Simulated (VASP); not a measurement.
# CdTe (I-4m2) in VASP: a series of runs

The runs below take CdTe through single point, with PBE.

Everything below comes from runs of VASP 6.6.1. Logs are shortened: lines on timing, memory, paths and dates and some standing lists are left out, and cuts for length are marked.

### Step 1. The cell of the first run

The structure is tetragonal, space group I-4m2 (No. 119). Conventional cell: a = 4.639 Å, b = 4.639 Å, c = 6.298 Å, α = 90.00°, β = 90.00°, γ = 90.00°. Cd (site symmetry -4m2) has 4 Te at 2.80 Å within 3.7 Å. Within 3.7 Å of Te (site symmetry -4m2) lie 4 Cd at 2.80 Å.

### Step 2. Single point, PBE (uniaxial z strain -4.0%)

The input, INCAR:

```
PREC = Accurate
ENCUT = 520
EDIFF = 1E-6
ISMEAR = 0
SIGMA = 0.01
LREAL = False
LASPH = True
NELM = 60
ALGO = Normal
ISIF = 2
LWAVE = False
LCHARG = False
GGA = PE
NBANDS = 16
```

The input, KPOINTS:

```
regular mesh
0
Gamma
  4 4 4
```

The input, POSCAR:

```
CdTe
1.0
    0.0000000000      3.2799551162      3.1487569115
    3.2799551162      0.0000000000      3.1487569115
    3.2799551162      3.2799551162      0.0000000000
Cd Te
1 1
Direct
    0.0000000000      0.0000000000      0.0000000000
    0.2500000000      0.2500000000      0.2500000000
```

Potentials or basis: VASP PAW PBE potentials, release 64 (Cd, Te).

Command:

```sh
$ cat potpaw_PBE.64/Cd/POTCAR potpaw_PBE.64/Te/POTCAR > POTCAR
$ mpirun -np 1 vasp_std > vasp.out
```

OUTCAR:

```text
PREC = Accurate
   ENCUT = 520
   EDIFF = 1E-6
   ISMEAR = 0
   LREAL = False
   LASPH = True
   NELM = 60
   ISIF = 2
   GGA = PE

 ion  position               nearest neighbor table
   1  0.000  0.000  0.000-   2 2.80   2 2.80   2 2.80   2 2.80
   2  0.250  0.250  0.250-   1 2.80   1 2.80   1 2.80   1 2.80

  LATTYP: Found a body centered tetragonal cell.
 ALAT       =     4.6385570093
 C/A-ratio  =     1.3576450199

  Lattice vectors:

 A1 = (   0.0000000000,  -3.2799551162,  -3.1487569115)
 A2 = (   0.0000000000,   3.2799551162,  -3.1487569115)
 A3 = (   3.2799551162,   0.0000000000,   3.1487569115)

Analysis of symmetry for initial positions (statically):
=====================================================================
 Subroutine PRICEL returns:
 Original cell was already a primitive cell.

 Routine SETGRP: Setting up the symmetry group for a
 body centered tetragonal supercell.

 Subroutine GETGRP returns: Found  8 space group operations
 (whereof  8 operations were pure point group operations)
 out of a pool of 16 trial point group operations.

The static configuration has the point symmetry D_2d.

Analysis of symmetry for dynamics (positions and initial velocities):
=====================================================================
 Subroutine PRICEL returns:
 Original cell was already a primitive cell.

 Routine SETGRP: Setting up the symmetry group for a
 body centered tetragonal supercell.

 Subroutine GETGRP returns: Found  8 space group operations
 (whereof  8 operations were pure point group operations)
 out of a pool of 16 trial point group operations.

The dynamic configuration has the point symmetry D_2d.

 Subroutine INISYM returns: Found  8 space group operations
 (whereof  8 operations are pure point group operations),
 and found     1 'primitive' translations

----------------------------------------------------------------------------------------

                                     Primitive cell

  volume of cell :      67.7493

  direct lattice vectors                    reciprocal lattice vectors
     0.000000000  3.279955116  3.148756912    -0.152441110  0.152441110  0.158792823
     3.279955116  0.000000000  3.148756912     0.152441110 -0.152441110  0.158792823
     3.279955116  3.279955116  0.000000000     0.152441110  0.152441110 -0.158792823

  length of vectors
     4.546732415  4.546732415  4.638557009     0.267753142  0.267753142  0.267753142

  position of ions in fractional coordinates (direct lattice)
     0.000000000  0.000000000  0.000000000
     0.250000000  0.250000000  0.250000000

  ion indices of the primitive-cell ions
   primitive index   ion index
                 1           1
                 2           2

----------------------------------------------------------------------------------------

 KPOINTS: regular mesh

Automatic generation of k-mesh.
 Grid dimensions read from file:
 generate k-points for:    4    4    4

 Generating k-lattice:

  Cartesian coordinates                     Fractional coordinates (reciprocal lattice)
    -0.038110278  0.038110278  0.039698206     0.250000000 -0.000000000  0.000000000
     0.038110278 -0.038110278  0.039698206    -0.000000000  0.250000000  0.000000000
     0.038110278  0.038110278 -0.039698206     0.000000000  0.000000000  0.250000000

  Length of vectors
     0.066938285  0.066938285  0.066938285

  Shift w.r.t. Gamma in fractional coordinates (k-lattice)
     0.000000000  0.000000000  0.000000000

 Subroutine IBZKPT returns following result:
 ===========================================

 Found     13 irreducible k-points:

 Following reciprocal coordinates:
            Coordinates               Weight
  0.000000  0.000000  0.000000      1.000000
  0.250000 -0.000000  0.000000      8.000000
  0.500000 -0.000000  0.000000      4.000000
  0.250000  0.250000  0.000000      2.000000
  0.500000  0.250000  0.000000      8.000000
 -0.250000  0.250000  0.000000      4.000000
  0.500000  0.500000  0.000000      1.000000
  0.250000  0.000000  0.250000      4.000000
  0.500000 -0.000000  0.250000     16.000000
 -0.250000  0.000000  0.250000      8.000000
 -0.250000  0.500000  0.250000      4.000000
  0.500000  0.000000  0.500000      2.000000
 -0.250000  0.250000  0.500000      2.000000
   k-points           NKPTS =     13   k-points in BZ     NKDIM =     13   number of bands    NBANDS=     16
   number of dos      NEDOS =    301   number of ions     NIONS =      2
   total plane-waves  NPLWV =  46656
   dimension x,y,z NGX =    36 NGY =   36 NGZ =   36
   dimension x,y,z NGXF=    72 NGYF=   72 NGZF=   72
   ions per type =               1   1
   NGX,Y,Z   is equivalent  to a cutoff of  13.16, 13.16, 12.90 a.u.
   NGXF,Y,Z  is equivalent  to a cutoff of  26.33, 26.33, 25.80 a.u.
 SYSTEM =  unknown system
   PREC   = accura    normal or accurate (medium, high low for compatibility)
   ISTART =      0    job   : 0-new  1-cont  2-samecut
   ICHARG =      2    charge: 1-file 2-atom 10-const
   ISPIN  =      1    spin polarized calculation?
   LNONCOLLINEAR =      F non collinear calculations
   LSORBIT =      F    spin-orbit coupling
   LASPH  =      T    aspherical Exc in radial PAW
   ENCUT  =  520.0 eV  38.22 Ry    6.18 a.u.   8.45  8.45  8.62*2*pi/ulx,y,z
   NELM   =     60;   NELMIN=  2; NELMDL= -5     # of ELM steps
   EDIFF  = 0.1E-05   stopping-criterion for ELM
   LREAL  =      F    real-space projection
   EDIFFG = 0.1E-04   stopping-criterion for IOM
   NSW    =      0    number of steps for IOM
   IBRION =     -1    ionic relax: 0-MD 1-quasi-New 2-CG
   NFREE  =      0    steps in history (QN), initial steepest desc. (CG)
   ISIF   =      2    stress and relaxation
   ISYM   =      2    0-nonsym 1-usesym 2-fastsym
   POTIM  = 0.5000    time-step for ionic-motion
   TEBEG  =    0.0;   TEEND  =   0.0 temperature during run
   PSTRESS=    0.0 pullay stress
   NELECT =      18.0000    total number of electrons
   NUPDOWN=      -1.0000    fix difference up-down
   EMIN   =  10.00;   EMAX   =-10.00  energy-range for DOS
   EFERMI =   0.00;   METHOD = LEGACY
   ISMEAR =     0;   SIGMA  =   0.01  broadening in eV -4-tet -1-fermi 0-gaus
   EFERMI_NEDOS =   21; number of points for ismear=-14 and -15
   IALGO  =     38    algorithm
   IMIX   =      4    mixing-type and parameters
     AMIX     =   0.40;   BMIX     =  1.00
     AMIX_MAG =   1.60;   BMIX_MAG =  1.00
  volume/ion in A,a.u.               =      33.87       228.60
  Fermi-wavevector in a.u.,A,eV,Ry     =   1.052440  1.988823 15.070221  1.107630
  Thomas-Fermi vector in A             =   2.187523
   LORBIT       =      0    0 simple, 1 ext, 2 COOP (PROOUT), +10 PAW based schemes
   GGA     = PE    functional components
   LHFCALC =     F    Hartree Fock is set to
   AEXX    =    0.0000 exact exchange contribution
   IVDW    =     0    specifies the selected vdW correction
   LEPSILON=     F    determine dielectric tensor
   LRPA    =     F    only Hartree local field effects (RPA)
 non-spin polarized calculation
 Gauss-broadening in eV      SIGMA  =   0.01
  energy-cutoff  :      520.00
  volume of cell :       67.75
 maximum number of plane-waves:      1843
 NGX is ok and might be reduce to    36
   NGX = 17   NGY = 17   NGZ = 17

 number of electron      17.9999998 magnetization

 Free energy of the ion-electron system (eV)
  ---------------------------------------------------
  ext. energy  EPLUGINS =         0.00000000
  ---------------------------------------------------
  free energy    TOTEN  =        -4.70400072 eV

  energy without entropy =       -4.70400072  energy(sigma->0) =       -4.70400072

 E-fermi :   2.5842     XC(G=0):  -8.5923

 val. band max:        2.4956191143   @ k =   0.0000   0.0000   0.0000
 cond. band min:       3.1806600499   @ k =   0.0000   0.0000   0.0000
 fundamental gap:      0.6850409355
 Fermi energy:         2.5842130316

 k-point     1 :       0.0000    0.0000    0.0000
  band No.  band energies     occupation
      1      -8.7772      2.00000
      2      -5.9202      2.00000
      3      -5.9202      2.00000
      4      -5.9103      2.00000
      5      -5.6598      2.00000
      6      -5.6533      2.00000
[... 8 lines left out ...]
     15      11.4860      0.00000
     16      11.9921      0.00000

 k-point     2 :       0.2500   -0.0000    0.0000
  band No.  band energies     occupation
      1      -8.5748      2.00000
      2      -5.8851      2.00000
      3      -5.8773      2.00000
      4      -5.7191      2.00000
      5      -5.6573      2.00000
      6      -5.6539      2.00000
[... 8 lines left out ...]
     15      10.7894      0.00000
     16      11.0433      0.00000

 k-point     3 :       0.5000   -0.0000    0.0000
  band No.  band energies     occupation
      1      -8.3761      2.00000
      2      -5.8593      2.00000
      3      -5.8480      2.00000
      4      -5.6520      2.00000
      5      -5.6435      2.00000
      6      -5.2964      2.00000
[... 8 lines left out ...]
     15      12.5844      0.00000
     16      12.8632      0.00000

 k-point     4 :       0.2500    0.2500    0.0000
  band No.  band energies     occupation
      1      -8.5012      2.00000
      2      -5.8420      2.00000
      3      -5.8420      2.00000
      4      -5.7633      2.00000
      5      -5.6415      2.00000
      6      -5.6024      2.00000
[... 8 lines left out ...]
     15      12.0691      0.00000
     16      13.2570      0.00000

 k-point     5 :       0.5000    0.2500    0.0000
  band No.  band energies     occupation
      1      -8.3104      2.00000
      2      -5.8179      2.00000
      3      -5.8041      2.00000
      4      -5.7053      2.00000
      5      -5.6375      2.00000
      6      -5.2190      2.00000
[... 8 lines left out ...]
     15      12.9451      0.00000
     16      13.6358      0.00000

 k-point     6 :      -0.2500    0.2500    0.0000
  band No.  band energies     occupation
      1      -8.3803      2.00000
      2      -5.8398      2.00000
      3      -5.8308      2.00000
      4      -5.6640      2.00000
      5      -5.6632      2.00000
      6      -5.3850      2.00000
[... 8 lines left out ...]
     15      11.6923      0.00000
     16      13.6293      0.00000

 k-point     7 :       0.5000    0.5000    0.0000
  band No.  band energies     occupation
      1      -8.2454      2.00000
      2      -5.7712      2.00000
      3      -5.7531      2.00000
      4      -5.7531      2.00000
      5      -5.6231      2.00000
      6      -5.1066      2.00000
[... 8 lines left out ...]
     15      13.1328      0.00000
     16      13.9040      0.00000

 k-point     8 :       0.2500    0.0000    0.2500
  band No.  band energies     occupation
      1      -8.5135      2.00000
      2      -5.8461      2.00000
      3      -5.8302      2.00000
      4      -5.7554      2.00000
      5      -5.6480      2.00000
      6      -5.6297      2.00000
[... 8 lines left out ...]
     15      12.3068      0.00000
     16      13.0246      0.00000

 k-point     9 :       0.5000   -0.0000    0.2500
  band No.  band energies     occupation
      1      -8.3191      2.00000
      2      -5.8248      2.00000
      3      -5.7968      2.00000
      4      -5.6940      2.00000
      5      -5.6425      2.00000
      6      -5.2515      2.00000
[... 8 lines left out ...]
     15      12.8821      0.00000
     16      13.3660      0.00000

 k-point    10 :      -0.2500    0.0000    0.2500
  band No.  band energies     occupation
      1      -8.3781      2.00000
      2      -5.8437      2.00000
      3      -5.8291      2.00000
      4      -5.6696      2.00000
      5      -5.6608      2.00000
      6      -5.3695      2.00000
[... 8 lines left out ...]
     15      12.0788      0.00000
     16      13.3873      0.00000

 k-point    11 :      -0.2500    0.5000    0.2500
  band No.  band energies     occupation
      1      -8.2540      2.00000
      2      -5.7992      2.00000
      3      -5.7839      2.00000
      4      -5.6876      2.00000
      5      -5.6565      2.00000
      6      -5.0633      2.00000
[... 8 lines left out ...]
     15      13.6629      0.00000
     16      13.8075      0.00000

 k-point    12 :       0.5000    0.0000    0.5000
  band No.  band energies     occupation
      1      -8.2596      2.00000
      2      -5.7650      2.00000
      3      -5.7577      2.00000
      4      -5.7401      2.00000
      5      -5.6278      2.00000
      6      -5.1774      2.00000
[... 8 lines left out ...]
     15      13.1262      0.00000
     16      13.9016      0.00000

 k-point    13 :      -0.2500    0.2500    0.5000
  band No.  band energies     occupation
      1      -8.2617      2.00000
      2      -5.7992      2.00000
      3      -5.7831      2.00000
      4      -5.6844      2.00000
      5      -5.6555      2.00000
      6      -5.0865      2.00000
[... 8 lines left out ...]
     15      13.2047      0.00000
     16      13.5776      0.00000

------------------------ aborting loop because EDIFF is reached ----------------------------------------

  FORCE on cell =-STRESS in cart. coord.  units (eV):
  Direction    XX          YY          ZZ          XY          YZ          ZX
  --------------------------------------------------------------------------------------
  -------------------------------------------------------------------------------------
  Total        1.2474952      1.2474952      1.4724216      0.0000000      0.0000000      0.0000000
  in kB       29.5015305     29.5015305     34.8207269      0.0000000      0.0000000      0.0000000
  external PRESSURE =      31.2745960 kB  Pullay stress =       0.0000000 kB

 VOLUME and BASIS-vectors are now :
 -----------------------------------------------------------------------------
  energy-cutoff  :      520.00
  volume of cell :       67.75
      direct lattice vectors                 reciprocal lattice vectors
     0.000000000  3.279955116  3.148756912    -0.152441110  0.152441110  0.158792823
     3.279955116  0.000000000  3.148756912     0.152441110 -0.152441110  0.158792823
     3.279955116  3.279955116  0.000000000     0.152441110  0.152441110 -0.158792823

 POSITION                                       TOTAL-FORCE (eV/Angst)
 -----------------------------------------------------------------------------------
      0.00000      0.00000      0.00000         0.000000      0.000000     -0.000000
      1.63998      1.63998      1.57438        -0.000000     -0.000000      0.000000
 -----------------------------------------------------------------------------------
    total drift:                               -0.000000     -0.000000     -0.000000

  FREE ENERGIE OF THE ION-ELECTRON SYSTEM (eV)
  ---------------------------------------------------
  free  energy   TOTEN  =        -4.7040007235 eV

  energy  without entropy=       -4.7040007235  energy(sigma->0) =       -4.70400072
```

It took 7.5 s on 1 thread of Intel Xeon 6975P-C (Granite Rapids), shared host; peak memory 0.21 GiB.

Results:

```
Free energy            : -4.7040 eV
Pressure               : 3.1 GPa
Band gap on the k mesh : 0.69 eV, direct
```

Stress tensor (GPa, compression positive):
```
2.95 0.00 0.00
0.00 2.95 0.00
0.00 0.00 3.48
```

Levels at points of the mesh, in eV from the valence-band top:
```
           k point  band 5  band 6  band 7  band 8  band 9  band 10  band 11  band 12  band 13  band 14
(0.00, 0.00, 0.00)   -8.16   -8.15   -0.13   -0.13    0.00     0.69     4.50     4.51     4.51     7.38
(0.50, 0.00, 0.00)   -8.14   -7.79   -4.54   -0.96   -0.77     1.71     4.97     5.23     7.01     8.57
(0.50, 0.50, 0.00)   -8.12   -7.60   -4.29   -2.08   -2.08     2.37     2.40     8.98     9.05     9.05
(0.50, 0.00, 0.50)   -8.12   -7.67   -4.49   -1.93   -1.87     2.55     2.68     8.67     8.87     9.15
```

Caveat: the k points lie up to 0.42 Å⁻¹ apart; the cell differs from its parent crystal (uniaxial z strain -4.0%); spin-orbit coupling is left out, which moves the levels of the heavy elements.

### Step 3. Single point, PBE (uniaxial z strain -3.0%)

The input, INCAR:

```
SYSTEM = CdTe
PREC = Accurate
ENCUT = 520
EDIFF = 1E-6
ISMEAR = 0
SIGMA = 0.01
LREAL = .False.
LASPH = .True.
NELM = 80
ALGO = Normal
ISIF = 2
LWAVE = .False.
LCHARG = .False.
GGA = PE
NBANDS = 16
```

The input, KPOINTS:

```
regular mesh
0
Gamma
  4 4 4
  0 0 0
```

The input, POSCAR:

```
CdTe
1.0
    0.0000000000      3.2799551162      3.1815564627
    3.2799551162      0.0000000000      3.1815564627
    3.2799551162      3.2799551162      0.0000000000
Cd Te
1 1
Direct
    0.0000000000      0.0000000000      0.0000000000
    0.2500000000      0.2500000000      0.2500000000
```

Potentials or basis: VASP PAW PBE potentials, release 64 (Cd, Te).

Command:

```sh
$ cat potpaw_PBE.64/Cd/POTCAR potpaw_PBE.64/Te/POTCAR > POTCAR
$ mpirun -np 1 vasp_std > vasp.out
```

OUTCAR:

```text
SYSTEM = CdTe
   PREC = Accurate
   ENCUT = 520
   EDIFF = 1E-6
   ISMEAR = 0
   LREAL = .False.
   LASPH = .True.
   NELM = 80
   ISIF = 2
   GGA = PE

 ion  position               nearest neighbor table
   1  0.000  0.000  0.000-   2 2.81   2 2.81   2 2.81   2 2.81
   2  0.250  0.250  0.250-   1 2.81   1 2.81   1 2.81   1 2.81

  LATTYP: Found a body centered tetragonal cell.
 ALAT       =     4.6385570093
 C/A-ratio  =     1.3717871555

  Lattice vectors:

[... 422 lines left out ...]

  FORCE on cell =-STRESS in cart. coord.  units (eV):
  Direction    XX          YY          ZZ          XY          YZ          ZX
  --------------------------------------------------------------------------------------
  -------------------------------------------------------------------------------------
  Total        1.0694216      1.0694216      1.2492028      0.0000000      0.0000000      0.0000000
  in kB       25.0296114     25.0296114     29.2373564      0.0000000      0.0000000      0.0000000
  external PRESSURE =      26.4321930 kB  Pullay stress =       0.0000000 kB

 VOLUME and BASIS-vectors are now :
 -----------------------------------------------------------------------------
  energy-cutoff  :      520.00
  volume of cell :       68.46
      direct lattice vectors                 reciprocal lattice vectors
     0.000000000  3.279955116  3.181556463    -0.152441110  0.152441110  0.157155784
     3.279955116  0.000000000  3.181556463     0.152441110 -0.152441110  0.157155784
     3.279955116  3.279955116  0.000000000     0.152441110  0.152441110 -0.157155784

 POSITION                                       TOTAL-FORCE (eV/Angst)
 -----------------------------------------------------------------------------------
      0.00000      0.00000      0.00000        -0.000000      0.000000      0.000000
      1.63998      1.63998      1.59078         0.000000     -0.000000      0.000000
 -----------------------------------------------------------------------------------
    total drift:                               -0.000000     -0.000000      0.000000

  FREE ENERGIE OF THE ION-ELECTRON SYSTEM (eV)
  ---------------------------------------------------
  free  energy   TOTEN  =        -4.7180926989 eV

  energy  without entropy=       -4.7180926989  energy(sigma->0) =       -4.71809270
```

OSZICAR:

```text
N       E                     dE             d eps       ncg     rms          rms(c)
DAV:   1     0.100570164523E+03    0.10057E+03   -0.82331E+03   416   0.979E+02
DAV:   2    -0.135746017075E+01   -0.10193E+03   -0.96185E+02   504   0.231E+02
DAV:   3    -0.492902147107E+01   -0.35716E+01   -0.35660E+01   480   0.462E+01
DAV:   4    -0.496254772785E+01   -0.33526E-01   -0.33524E-01   672   0.392E+00
DAV:   5    -0.496262136444E+01   -0.73637E-04   -0.73636E-04   512   0.172E-01    0.550E+00
DAV:   6    -0.473380007240E+01    0.22882E+00   -0.38758E-01   504   0.739E+00    0.453E+00
DAV:   7    -0.471640482833E+01    0.17395E-01   -0.11762E-01   496   0.219E+00    0.175E+00
DAV:   8    -0.471755081580E+01   -0.11460E-02   -0.11541E-02   480   0.120E+00    0.507E-01
DAV:   9    -0.471796006305E+01   -0.40925E-03   -0.94180E-04   488   0.314E-01    0.121E-01
DAV:  10    -0.471804551510E+01   -0.85452E-04   -0.12585E-04   560   0.983E-02    0.556E-02
DAV:  11    -0.471809418231E+01   -0.48667E-04   -0.91209E-05   464   0.582E-02    0.372E-02
DAV:  12    -0.471809290572E+01    0.12766E-05   -0.37748E-06   552   0.151E-02    0.226E-02
DAV:  13    -0.471809269890E+01    0.20681E-06   -0.40011E-07   424   0.317E-03
   1 F= -.47180927E+01 E0= -.47180927E+01  d E =-.882970E-14
```

Wall time 7.4 s (1 thread of Intel Xeon 6975P-C (Granite Rapids), shared host); peak memory 0.2 GiB.

What came out:

```yaml
Free_energy: -4.7181 eV
Pressure: 2.6 GPa
Band_gap_on_the_k_mesh: 0.68 eV, direct
```

Stress tensor (GPa, compression positive):
```
2.50 0.00 0.00
0.00 2.50 0.00
0.00 0.00 2.92
```

Caveat: the cell differs from its parent crystal (uniaxial z strain -3.0%); spin-orbit coupling is left out, which moves the levels of the heavy elements.
